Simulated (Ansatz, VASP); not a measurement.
## Al12Cl in VASP and in Ansatz

INCAR

```
SYSTEM = Al12Cl
PREC     = Accurate       ! precision mode
ENCUT    = 520            ! plane-wave cutoff, eV
EDIFF    = 1E-6           ! SCF threshold, eV
ISMEAR   = 0              ! smearing method
SIGMA    = 0.1            ! smearing width, eV
LREAL    = .FALSE.        ! projectors in reciprocal space
LASPH    = .TRUE.         ! aspherical terms in the spheres
NELM     = 80             ! most SCF steps
ALGO     = Normal         ! electronic algorithm
ISIF     = 2              ! what is computed and relaxed
LWAVE    = .FALSE.        ! write WAVECAR
LCHARG   = .FALSE.        ! write CHGCAR
LDIPOL   = .TRUE.       
IDIPOL   = 3            
DIPOL    = 0.5 0.5 0.306
GGA      = PE             ! functional
IVDW     = 12             ! dispersion correction
NBANDS   = 34             ! bands
```

Contents of KPOINTS:

```
regular mesh
0
G
  5 5 1
  0 0 0
```

File POSCAR:

```
Al12Cl
1.0
    5.6314608525      0.0000000000      0.0000000000
    0.0000000000      5.6314608525      0.0000000000
    0.0000000000      0.0000000000     21.1495692393
Al Cl
12 1
Direct
    0.2500000000      0.2500000000      0.1891291475
    0.2500000000      0.7500000000      0.1891291475
    0.7500000000      0.2500000000      0.1891291475
    0.7500000000      0.7500000000      0.1891291475
    0.0000000000      0.0000000000      0.2871045368
    0.0000000000      0.5000000000      0.2871045368
    0.5000000000      0.0000000000      0.2871045368
    0.5000000000      0.5000000000      0.2871045368
    0.2500000000      0.2500000000      0.3853302707
    0.2500000000      0.7500000000      0.3853302707
    0.7500000000      0.2500000000      0.3853302707
    0.7500000000      0.7500000000      0.3853302707
    0.4166666667      0.5000000000      0.5271771313
```

Input for Ansatz:

```yaml
crystal:
  lattice:
    - [5.6314608525, 0.0, 0.0]
    - [0.0, 5.6314608525, 0.0]
    - [0.0, 0.0, 21.1495692393]
  atoms:
    - { symbol: Al, position: [0.25, 0.25, 0.1891291475] }
    - { symbol: Al, position: [0.25, 0.75, 0.1891291475] }
    - { symbol: Al, position: [0.75, 0.25, 0.1891291475] }
    - { symbol: Al, position: [0.75, 0.75, 0.1891291475] }
    - { symbol: Al, position: [0.0, 0.0, 0.2871045368] }
    - { symbol: Al, position: [0.0, 0.5, 0.2871045368] }
    - { symbol: Al, position: [0.5, 0.0, 0.2871045368] }
    - { symbol: Al, position: [0.5, 0.5, 0.2871045368] }
    - { symbol: Al, position: [0.25, 0.25, 0.3853302707] }
    - { symbol: Al, position: [0.25, 0.75, 0.3853302707] }
    - { symbol: Al, position: [0.75, 0.25, 0.3853302707] }
    - { symbol: Al, position: [0.75, 0.75, 0.3853302707] }
    - { symbol: Cl, position: [0.4166666667, 0.5, 0.5271771313] }
basis:
  ecutwfc: 420
kpoints:
  mp_grid: { grid: [5, 5, 1] }
hamiltonian:
  xc: pbe
  pseudopotentials: { kind: paw, azcp: { folder: soft_1 } }
  dispersion: d3bj
scf:
  occupations: { method: gaussian, width: 0.1 }
output:
  forces: true
  eigenvalues: true
efield:
  axis: 3
  dipole_correction: true
  ramp_width: 0.04
```

Alike in both runs: task single point; functional PBE; dispersion D3(BJ); k mesh 5 × 5 × 1; occupations gaussian, width 0.1 eV; no spin polarisation.

```csv
,VASP,Ansatz
version,VASP 6.6.1,Ansatz 0.2.0
potentials or method,"VASP PAW PBE potentials, release 64 (Al, Cl), cutoff 520 eV","scalar-relativistic, plane waves, PAW"
valence electrons in the cell,43,43
```

|  | VASP | Ansatz | Ansatz less VASP |
| --- | --- | --- | --- |
| gap on the k mesh at the Fermi level (eV) | none | none | - |
| rms of the force components (eV/Å) | 0.294 | 0.294 | 0.0000 |

Atom by atom the forces differ by 0.000 eV/Å (rms over components). A gap of «none» marks a metal or a gap that the smearing closes.
